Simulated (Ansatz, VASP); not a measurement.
Two plane-wave programs on Sn

```
CELL_PARAMETERS angstrom
0.00000 3.31502 3.31502
3.31502 0.00000 3.31502
3.31502 3.31502 0.00000
ATOMIC_POSITIONS crystal
Sn 0.50000 0.50000 0.50000
Sn 0.75000 0.75000 0.75000
```

Alike in both runs: task single point; functional PBEsol; k mesh 14 × 14 × 14; occupations fermi-dirac, width 0.1 eV; no spin polarisation.

```csv
,VASP,Ansatz
version,VASP 6.6.1,Ansatz 0.2.0
potentials or method,"VASP PAW PBE potentials, release 64 (Sn_d), cutoff 520 eV","plane waves (420 eV) with PAW, scalar-relativistic"
valence electrons in the cell,28,28
```

|  | VASP | Ansatz | Ansatz less VASP |
| --- | --- | --- | --- |
| pressure (GPa) | -1.6 | -1.5 | +0.06 |

VASP's potentials were made for PBE, not for PBEsol, and Ansatz warns of the same on its side.
